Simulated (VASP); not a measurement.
# BeS (m.eB) (F-43m) in VASP: notebook

BeS (m.eB) is run at these levels: PBE; tasks: single point.

All numbers are computed with VASP 6.6.1; they aren't measurements. Logs are shortened: lines on timing, memory, paths and dates and some standing lists are left out, and cuts for length are marked.

## 1. The cell of the first run

The structure is cubic, space group F-43m (No. 216). The conventional cell has a = 4.876 Å, b = 4.876 Å, c = 4.876 Å, α = 90.00°, β = 90.00°, γ = 90.00°. Be (site symmetry -43m) has 4 S at 2.11 Å within 2.8 Å. S (site symmetry -43m) has 4 Be at 2.11 Å within 2.8 Å.

## 2. Single point, PBE

File INCAR:

```
SYSTEM = BeS
PREC = Accurate
ENCUT = 600
EDIFF = 1E-6
ISMEAR = 0
SIGMA = 0.1
LREAL = .FALSE.
LASPH = .TRUE.
NELM = 120
ALGO = Normal
ISIF = 2
LWAVE = .FALSE.
LCHARG = .FALSE.
GGA = PE
NBANDS = 16
GGA_COMPAT = .FALSE.
```

File KPOINTS:

```
Automatic mesh
0
G
  6 4 6
  0 0 0
```

File POSCAR:

```
BeS
1.0
    3.4476910879      0.0000000000      0.0000000000
    0.0000000000      4.8757715036      0.0000000000
    0.0000000000      0.0000000000      3.4476910726
Be S
2 2
Direct
    0.0000000000      0.0000000000      0.0000000000
    0.5000000000      0.5000000000      0.5000005000
    0.5000000000      0.2500000000      0.0000000000
    1.0000000000      0.7500000000      0.5000005000
```

Potentials or basis: VASP PAW PBE potentials, release 64 (Be, S).

Started as:

```
cat potpaw_PBE.64/Be/POTCAR potpaw_PBE.64/S/POTCAR > POTCAR
mpirun -np 1 vasp_std > vasp.out
```

OUTCAR:

```text
SYSTEM = BeS
   PREC = Accurate
   ENCUT = 600
   EDIFF = 1E-6
   ISMEAR = 0
   LREAL = .FALSE.
   LASPH = .TRUE.
   NELM = 120
   ISIF = 2
   GGA = PE

 ion  position               nearest neighbor table
   1  0.000  0.000  0.000-   4 2.11   3 2.11   3 2.11   4 2.11
   2  0.500  0.500  0.500-   3 2.11   4 2.11   4 2.11   3 2.11
   3  0.500  0.250  0.000-   2 2.11   1 2.11   1 2.11   2 2.11
   4  0.000  0.750  0.500-   1 2.11   2 2.11   2 2.11   1 2.11

  LATTYP: Found a simple tetragonal cell.
 ALAT       =     3.4476910879
 C/A-ratio  =     1.4142135648

  Lattice vectors:

 A1 = (  -3.4476910879,   0.0000000000,   0.0000000000)
 A2 = (   0.0000000000,   0.0000000000,   3.4476910726)
 A3 = (   0.0000000000,   4.8757715036,   0.0000000000)

Analysis of symmetry for initial positions (statically):
=====================================================================
 Subroutine PRICEL returns following result:

  LATTYP: Found a face centered cubic cell.
 ALAT       =     4.8757702751

  Lattice vectors:

 A1 = (  -1.7238455439,   2.4378857518,   1.7238438125)
 A2 = (   0.0000000000,   0.0000000000,   3.4476910726)
 A3 = (   1.7238455440,   2.4378857518,   1.7238472601)

   2 primitive cells build up your supercell.

 Routine SETGRP: Setting up the symmetry group for a
 simple tetragonal supercell.

 Subroutine GETGRP returns: Found  8 space group operations
 (whereof  8 operations were pure point group operations)
 out of a pool of 16 trial point group operations.

The static configuration has the point symmetry D_2d.

Analysis of symmetry for dynamics (positions and initial velocities):
=====================================================================
 Subroutine PRICEL returns following result:

  LATTYP: Found a face centered cubic cell.
 ALAT       =     4.8757702751

  Lattice vectors:

 A1 = (  -1.7238455439,   2.4378857518,   1.7238438125)
 A2 = (   0.0000000000,   0.0000000000,   3.4476910726)
 A3 = (   1.7238455440,   2.4378857518,   1.7238472601)

   2 primitive cells build up your supercell.

 Routine SETGRP: Setting up the symmetry group for a
 simple tetragonal supercell.

 Subroutine GETGRP returns: Found  8 space group operations
 (whereof  8 operations were pure point group operations)
 out of a pool of 16 trial point group operations.

The dynamic configuration has the point symmetry D_2d.

 Subroutine INISYM returns: Found  8 space group operations
 (whereof  8 operations are pure point group operations),
 and found     2 'primitive' translations

----------------------------------------------------------------------------------------

                                     Primitive cell

  volume of cell :      28.9781

  direct lattice vectors                    reciprocal lattice vectors
    -1.723845544  2.437885752  1.723843812    -0.290049188  0.205095747  0.000000000
     0.000000000  0.000000000  3.447691073    -0.000000290 -0.205095747  0.290049189
     1.723845544  2.437885752  1.723847260     0.290049188  0.205095747 -0.000000000

  length of vectors
     3.447690225  3.447691073  3.447691949     0.355236255  0.355236256  0.355236255

  position of ions in fractional coordinates (direct lattice)
     0.000000000  0.000000000  0.000000000
     0.750000000  0.750000500  0.750000000

  ion indices of the primitive-cell ions
   primitive index   ion index
                 1           1
                 2           4

----------------------------------------------------------------------------------------

 KPOINTS: Automatic mesh

Automatic generation of k-mesh.
 Grid dimensions read from file:
 generate k-points for:    6    4    6

 Generating k-lattice:

  Cartesian coordinates                     Fractional coordinates (reciprocal lattice)
     0.048341531  0.000000000  0.000000000     0.166666667  0.000000000  0.000000000
     0.000000000  0.051273937  0.000000000     0.000000000  0.250000000  0.000000000
     0.000000000  0.000000000  0.048341532     0.000000000  0.000000000  0.166666667

  Length of vectors
     0.048341531  0.051273937  0.048341532

  Shift w.r.t. Gamma in fractional coordinates (k-lattice)
     0.000000000  0.000000000  0.000000000

 Subroutine IBZKPT returns following result:
 ===========================================

 Found     30 irreducible k-points:

 Following reciprocal coordinates:
            Coordinates               Weight
  0.000000  0.000000  0.000000      1.000000
  0.166667  0.000000  0.000000      4.000000
  0.333333  0.000000  0.000000      4.000000
  0.500000  0.000000  0.000000      2.000000
  0.000000  0.250000  0.000000      2.000000
  0.166667  0.250000  0.000000      8.000000
[... 16 lines left out ...]
  0.500000  0.000000  0.333333      4.000000
  0.333333  0.250000  0.333333      8.000000
 [... further k-points ...]
   k-points           NKPTS =     30   k-points in BZ     NKDIM =     30   number of bands    NBANDS=     16
   number of dos      NEDOS =    301   number of ions     NIONS =      4
   total plane-waves  NPLWV =  31360
   dimension x,y,z NGX =    28 NGY =   40 NGZ =   28
   dimension x,y,z NGXF=    56 NGYF=   80 NGZF=   56
   ions per type =               2   2
   NGX,Y,Z   is equivalent  to a cutoff of  13.50, 13.64, 13.50 a.u.
   NGXF,Y,Z  is equivalent  to a cutoff of  27.00, 27.28, 27.00 a.u.
 SYSTEM =  BeS
   PREC   = accura    normal or accurate (medium, high low for compatibility)
   ISTART =      0    job   : 0-new  1-cont  2-samecut
   ICHARG =      2    charge: 1-file 2-atom 10-const
   ISPIN  =      1    spin polarized calculation?
   LNONCOLLINEAR =      F non collinear calculations
   LSORBIT =      F    spin-orbit coupling
   LASPH  =      T    aspherical Exc in radial PAW
   ENCUT  =  600.0 eV  44.10 Ry    6.64 a.u.   6.89  9.74  6.89*2*pi/ulx,y,z
   NELM   =    120;   NELMIN=  2; NELMDL= -5     # of ELM steps
   EDIFF  = 0.1E-05   stopping-criterion for ELM
   LREAL  =      F    real-space projection
   EDIFFG = 0.1E-04   stopping-criterion for IOM
   NSW    =      0    number of steps for IOM
   IBRION =     -1    ionic relax: 0-MD 1-quasi-New 2-CG
   NFREE  =      0    steps in history (QN), initial steepest desc. (CG)
   ISIF   =      2    stress and relaxation
   ISYM   =      2    0-nonsym 1-usesym 2-fastsym
   POTIM  = 0.5000    time-step for ionic-motion
   TEBEG  =    0.0;   TEEND  =   0.0 temperature during run
   PSTRESS=    0.0 pullay stress
   NELECT =      16.0000    total number of electrons
   NUPDOWN=      -1.0000    fix difference up-down
   EMIN   =  10.00;   EMAX   =-10.00  energy-range for DOS
   EFERMI =   0.00;   METHOD = LEGACY
   ISMEAR =     0;   SIGMA  =   0.10  broadening in eV -4-tet -1-fermi 0-gaus
   EFERMI_NEDOS =   21; number of points for ismear=-14 and -15
   IALGO  =     38    algorithm
   IMIX   =      4    mixing-type and parameters
     AMIX     =   0.40;   BMIX     =  1.00
     AMIX_MAG =   1.60;   BMIX_MAG =  1.00
  volume/ion in A,a.u.               =      14.49        97.78
  Fermi-wavevector in a.u.,A,eV,Ry     =   1.065978  2.014406 15.460417  1.136309
  Thomas-Fermi vector in A             =   2.201547
   LORBIT       =      0    0 simple, 1 ext, 2 COOP (PROOUT), +10 PAW based schemes
   GGA     = PE    functional components
   LHFCALC =     F    Hartree Fock is set to
   AEXX    =    0.0000 exact exchange contribution
   IVDW    =     0    specifies the selected vdW correction
   LEPSILON=     F    determine dielectric tensor
   LRPA    =     F    only Hartree local field effects (RPA)
 non-spin polarized calculation
 Gauss-broadening in eV      SIGMA  =   0.10
  energy-cutoff  :      600.00
  volume of cell :       57.96
 maximum number of plane-waves:      1964
 NGX is ok and might be reduce to    28
   NGX = 13   NGY = 19   NGZ = 13

 number of electron      16.0000002 magnetization

 Free energy of the ion-electron system (eV)
  ---------------------------------------------------
  ext. energy  EPLUGINS =         0.00000000
  ---------------------------------------------------
  free energy    TOTEN  =       -20.02560716 eV

  energy without entropy =      -20.02560716  energy(sigma->0) =      -20.02560716

 E-fermi :   4.5116     XC(G=0):  -9.6649

 val. band max:        4.0117985713   @ k =   0.0000   0.0000   0.0000
 cond. band min:       7.1575969520   @ k =   0.5000   0.0000   0.5000
 fundamental gap:      3.1457983807
 Fermi energy:         4.5116033470

 k-point     1 :       0.0000    0.0000    0.0000
  band No.  band energies     occupation
      1      -9.5748      2.00000
      2      -7.4799      2.00000
      3      -0.9268      2.00000
      4       1.4252      2.00000
      5       1.4252      2.00000
      6       4.0118      2.00000
[... 8 lines left out ...]
     15      16.6660      0.00000
     16      16.6703      0.00000

 k-point     2 :       0.1667    0.0000    0.0000
  band No.  band energies     occupation
      1      -9.3695      2.00000
      2      -7.4671      2.00000
      3      -0.7138      2.00000
      4       0.5713      2.00000
      5       1.6263      2.00000
      6       2.8112      2.00000
[... 8 lines left out ...]
     15      15.4868      0.00000
     16      15.5902      0.00000

 k-point     3 :       0.3333    0.0000    0.0000
  band No.  band energies     occupation
      1      -8.8087      2.00000
      2      -7.5908      2.00000
      3      -0.4884      2.00000
      4      -0.0110      2.00000
      5       0.9354      2.00000
      6       2.1799      2.00000
[... 8 lines left out ...]
     15      13.5128      0.00000
     16      14.4774      0.00000

 k-point     4 :       0.5000    0.0000    0.0000
  band No.  band energies     occupation
      1      -8.0950      2.00000
      2      -8.0950      2.00000
      3      -0.3338      2.00000
      4      -0.3338      2.00000
      5       0.9782      2.00000
      6       0.9782      2.00000
[... 8 lines left out ...]
     15      13.0938      0.00000
     16      13.0938      0.00000

 k-point     5 :       0.0000    0.2500    0.0000
  band No.  band energies     occupation
      1      -9.3434      2.00000
      2      -7.9013      2.00000
      3      -0.2484      2.00000
      4       1.6905      2.00000
      5       1.6905      2.00000
      6       3.0527      2.00000
[... 8 lines left out ...]
     15      14.9006      0.00000
     16      15.0742      0.00000

 k-point     6 :       0.1667    0.2500    0.0000
  band No.  band energies     occupation
      1      -9.1502      2.00000
      2      -7.8295      2.00000
      3      -0.4488      2.00000
      4       1.2167      2.00000
      5       1.6779      2.00000
      6       1.8750      2.00000
[... 8 lines left out ...]
     15      13.9229      0.00000
     16      14.0553      0.00000
[... 267 lines left out ...]
 k-point    21 :       0.5000    0.5000    0.1667
  band No.  band energies     occupation
      1      -7.8783      2.00000
      2      -7.8783      2.00000
      3      -1.4365      2.00000
      4      -1.4365      2.00000
      5       2.0464      2.00000
      6       2.0464      2.00000
[... 8 lines left out ...]
     15      14.9234      0.00000
     16      14.9234      0.00000

 k-point    22 :       0.3333    0.0000    0.3333
  band No.  band energies     occupation
      1      -8.1623      2.00000
      2      -7.4411      2.00000
      3      -0.5139      2.00000
      4       0.2099      2.00000
      5       0.6619      2.00000
      6       0.8912      2.00000
[... 8 lines left out ...]
     15      14.2721      0.00000
     16      14.4216      0.00000

 k-point    23 :       0.5000    0.0000    0.3333
  band No.  band energies     occupation
      1      -7.6544      2.00000
      2      -7.6544      2.00000
      3      -0.5781      2.00000
      4      -0.5781      2.00000
      5       1.3034      2.00000
      6       1.3034      2.00000
[... 8 lines left out ...]
     15      15.7966      0.00000
     16      15.7966      0.00000

 k-point    24 :       0.3333    0.2500    0.3333
  band No.  band energies     occupation
      1      -8.0425      2.00000
      2      -7.5252      2.00000
      3      -0.3936      2.00000
      4      -0.1281      2.00000
      5      -0.1154      2.00000
      6       1.3825      2.00000
[... 8 lines left out ...]
     15      14.2514      0.00000
     16      14.7674      0.00000

 [... further k-points ...]
[... 5 lines left out ...]
  --------------------------------------------------------------------------------------
  -------------------------------------------------------------------------------------
  Total        0.0361645      0.0152550      0.0361645      0.0000000      0.0000000      0.0000000
  in kB        0.9997523      0.4217173      0.9997523      0.0000000      0.0000000      0.0000000
  external PRESSURE =       0.8070740 kB  Pullay stress =       0.0000000 kB

 VOLUME and BASIS-vectors are now :
 -----------------------------------------------------------------------------
  energy-cutoff  :      600.00
  volume of cell :       57.96
      direct lattice vectors                 reciprocal lattice vectors
     3.447691088  0.000000000  0.000000000     0.290049188  0.000000000  0.000000000
     0.000000000  4.875771504  0.000000000     0.000000000  0.205095747  0.000000000
     0.000000000  0.000000000  3.447691073     0.000000000  0.000000000  0.290049189

 POSITION                                       TOTAL-FORCE (eV/Angst)
 -----------------------------------------------------------------------------------
      0.00000      0.00000      0.00000         0.000000      0.000000     -0.000000
      1.72385      2.43789      1.72385         0.000000      0.000000     -0.000000
      1.72385      1.21894      0.00000        -0.000000      0.000000      0.000000
      0.00000      3.65683      1.72385         0.000000      0.000000     -0.000000
 -----------------------------------------------------------------------------------
    total drift:                               -0.000000     -0.000000     -0.000918

  FREE ENERGIE OF THE ION-ELECTRON SYSTEM (eV)
  ---------------------------------------------------
  free  energy   TOTEN  =       -20.0256071608 eV

  energy  without entropy=      -20.0256071608  energy(sigma->0) =      -20.02560716
```

Run time: 30 s. Hardware: 1 thread of AMD EPYC 7R13, shared host; peak memory 0.15 GiB.

What came out:

```
Free energy            : -20.0256 eV
Pressure               : 0.1 GPa
Band gap on the k mesh : 3.15 eV
```

Levels at points of the mesh, in eV from the valence-band top:
```tsv
k point	band 5	band 6	band 7	band 8	band 9	band 10	band 11	band 12
(0.00, 0.00, 0.00)	-2.59	0.00	0.00	0.00	3.15	4.93	5.68	5.68
(0.50, 0.00, 0.00)	-3.03	-3.03	-1.09	-1.09	5.86	5.86	7.82	7.82
(0.00, 0.50, 0.00)	-1.58	-1.58	-1.58	-1.58	4.46	4.46	6.59	6.59
(0.50, 0.50, 0.00)	-1.01	-1.01	-1.01	-1.01	5.42	5.42	6.57	6.57
(0.50, 0.00, 0.50)	-2.59	-2.59	-2.59	-2.59	3.15	3.15	4.93	4.93
(0.50, 0.50, 0.50)	-3.79	-3.79	-3.27	-3.27	6.46	6.46	8.11	8.11
```

A k mesh can miss the band edges. PBE gaps usually lie below the measured ones, often by a third to a half.

(Part 1 of 2 ends here.)
